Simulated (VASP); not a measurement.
Pt, 2 atoms in the cell. It takes space group P6_3/mmc (No. 194, hexagonal). Conventional cell: a = 2.761 Å, b = 2.761 Å, c = 4.792 Å, α = 90.00°, β = 90.00°, γ = 120.00°. Within 3.6 Å of Pt (site symmetry -6m2) lie 12 Pt at 2.76 to 2.88 Å. This isn't the form of Pt at room conditions, which is fcc.

- Program: VASP 6.6.1
- Task: relaxation of cell and atoms
- Functional: BLYP
- Dispersion: D3(BJ)
- Potentials or basis: VASP PAW PBE potentials, release 64 (Pt)
- Cutoff: 600 eV
- k mesh: 11 × 11 × 6
- Occupations: fermi-dirac, width 0.1 eV
- Spin: no spin polarisation
- Dipole correction: no
- Further INCAR settings: ALGO = Normal; EDIFF = 1e-06; IBRION = 2; EDIFFG = -0.01; NSW = 80; ISIF = 3

Potentials or basis: VASP PAW PBE potentials, release 64 (Pt).

The run is started by

```bash
$ cat potpaw_PBE.64/Pt/POTCAR > POTCAR
$ mpirun -np 1 vasp_std > vasp.out
```

Hardware: 1 thread of AMD EPYC 7R13, on a shared host.

How long does it take, and how much memory?

Wall time 3.3 min on 1 thread of AMD EPYC 7R13, on a shared host, peak memory 0.16 GiB. Counts: scf iterations 32, k points 64, ion steps 4.
